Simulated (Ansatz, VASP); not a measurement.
**GaN: VASP beside Ansatz**

INCAR

```
SYSTEM = GaN
  ALGO = Normal
  EDIFF = 1E-7
  EDIFFG = -0.002
  ENCUT = 520
  GGA = PS
  GGA_COMPAT = .False.
  IBRION = 2
  ISIF = 2
  ISMEAR = 0
  LASPH = .True.
  LCHARG = .False.
  LREAL = .False.
  LWAVE = .False.
  NELM = 120
  NELMIN = 4
  NSW = 60
  PREC = Accurate
  SIGMA = 0.02
```

KPOINTS

```
k-points
0
Gamma
  10 10 10
  0 0 0
```

POSCAR

```
GaN
1.0
   -0.0087045202      2.2353639573      2.2609627689
    2.2353639573     -0.0087045202      2.2609627689
    2.2266594371      2.2266594371      0.0000000000
Ga N
1 1
Direct
   -0.0009620439     -0.0009620439      0.0009620439
    0.2509620439      0.2509620439      0.2490379561
```

Input for Ansatz:

```yaml
crystal:
  lattice:
    - [-0.0087045202, 2.2353639573, 2.2609627689]
    - [2.2353639573, -0.0087045202, 2.2609627689]
    - [2.2266594371, 2.2266594371, 0.0]
  atoms:
    - { symbol: Ga, position: [-0.0009620439, -0.0009620439, 0.0009620439] }
    - { symbol: "N", position: [0.2509620439, 0.2509620439, 0.2490379561] }
basis:
  ecutwfc: 600.0
kpoints:
  mp_grid: { grid: [10, 10, 10] }
hamiltonian:
  xc: pbesol
  pseudopotentials: { kind: paw, azcp: { folder: soft_1 } }
scf:
  occupations: { method: gaussian, width: 0.02 }
output:
  forces: true
  stress: true
  eigenvalues: true
  write_density: true
  write_potential: true
  elf: true
  volumetric_format: npy
relax:
  adjacent_minimum: "off"
  f_tol: 0.002
  max_steps: 40
```

Change from the starting cell: strained cell.

Alike in both runs: task relaxation of the atoms; functional PBEsol; k mesh 10 × 10 × 10; occupations gaussian, width 0.02 eV; no spin polarisation.

|  | VASP | Ansatz |
| --- | --- | --- |
| version | VASP 6.6.1 | Ansatz 0.2.0 |
| potentials or method | VASP PAW PBE potentials, release 64 (Ga_d, N), cutoff 520 eV | scalar-relativistic, plane waves, PAW |
| valence electrons in the cell | 18 | 18 |

```tsv
	VASP	Ansatz	Ansatz less VASP
gap on the k mesh at the Fermi level, each at its own relaxed structure (eV)	1.72	1.70	-0.015
```

VASP's potentials were made for PBE, not for PBEsol, and Ansatz warns of the same on its side. Ansatz's warnings: stress scf threshold loose.
